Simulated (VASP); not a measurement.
Wanted: the native input for a VASP 6.6.1 run.

```yaml
Task: single point
Functional: r2SCAN
Potentials_or_basis: VASP PAW PBE potentials, release 64 (P)
Cutoff: 520 eV
k_mesh: 6 × 6 × 6
Occupations: gaussian, width 0.1 eV
Spin: no spin polarisation
Dipole_correction: no
Further_INCAR_settings: ALGO = Normal; EDIFF = 1e-07; NBANDS = 8
```

The system is P.

```
CELL_PARAMETERS angstrom
2.58992 0.00000 0.00000
-1.29496 2.24293 0.00000
0.00000 0.00000 2.48328
ATOMIC_POSITIONS crystal
P 0.00000 0.00000 0.00000
```

This isn't the form of P at room conditions, which is orthorhombic.

One way to write it, as run:

POSCAR

```
P
1.0
    2.5899167420      0.0000000000      0.0000000000
   -1.2949583710      2.2429336923      0.0000000000
    0.0000000000      0.0000000000      2.4832821633
P
1
Direct
    0.0000000000      0.0000000000      0.0000000000
```

INCAR.step1

```
SYSTEM = P
ALGO = Normal ; EDIFF = 1E-4
ENCUT = 520 ; GGA = PE
ISMEAR = 0 ; LASPH = .True.
LCHARG = .False. ; LREAL = .False.
LWAVE = .True. ; NBANDS = 8
NELM = 100 ; PREC = Accurate
SIGMA = 0.1
```

INCAR.step2

```
SYSTEM = P
ALGO = Normal ; EDIFF = 1E-7
ENCUT = 520 ; ISIF = 2
ISMEAR = 0 ; ISTART = 1
LASPH = .True. ; LCHARG = .False.
LMIXTAU = .True. ; LREAL = .False.
LWAVE = .False. ; METAGGA = R2SCAN
NBANDS = 8 ; NELM = 100
PREC = Accurate ; SIGMA = 0.1
```

KPOINTS

```
k-points
0
Gamma
  6 6 6
  0 0 0
```

Potentials or basis: VASP PAW PBE potentials, release 64 (P).

Launch:

```sh
$ cat potpaw_PBE.64/P/POTCAR > POTCAR
$ cp INCAR.step1 INCAR
$ mpirun -np 1 vasp_std > vasp.out
$ cp INCAR.step2 INCAR
$ mpirun -np 1 vasp_std > vasp.out
```

Results of the run:

- Pressure: -0.2 GPa
- Band gap on the k mesh: zero (an odd number of electrons rules out a gap without spin polarisation)

Caveat: the k points lie up to 0.47 Å⁻¹ apart, too coarse for converged energies and pressures of a metal; the PAW data sets were made with another functional, which shifts forces and pressure a little.

Run time: 19 s on 1 thread of Intel Xeon 8259CL (shared host), peak memory 0.12 GiB.
